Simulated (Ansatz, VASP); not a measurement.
**One calculation of C, two programs**

```xyz
4
Lattice="2.4830 0.0000 0.0000 -1.2415 2.1504 0.0000 0.0000 0.0000 4.1359" Properties=species:S:1:pos:R:3 pbc="T T T"
C     0.0000    1.4336   -0.0007
C     1.2415    0.7168    2.0672
C     0.0000    1.4336    1.5475
C     1.2415    0.7168    3.6155
```

Alike in both runs: task single point; functional LDA; k mesh 9 × 9 × 6; no spin polarisation.

|  | VASP | Ansatz |
| --- | --- | --- |
| version | VASP 6.6.1 | Ansatz 0.2.0 |
| potentials or method | VASP PAW LDA potentials, release 64 (C), cutoff 520 eV | scalar-relativistic, plane waves, PAW |
| occupations | gaussian, width 0.01 eV | fixed |
| valence electrons in the cell | 16 | 16 |

|  | VASP | Ansatz | Ansatz less VASP |
| --- | --- | --- | --- |
| gap on the k mesh at the Fermi level (eV) | 3.01 | 3.03 | +0.023 |
| least direct gap on the mesh (eV) | 4.97 | 4.97 | +0.004 |

Ansatz warns that its potentials were made for another functional, while VASP's fit it. LDA's correlation is that of Perdew and Zunger in VASP and of Perdew and Wang (1992) in Ansatz.
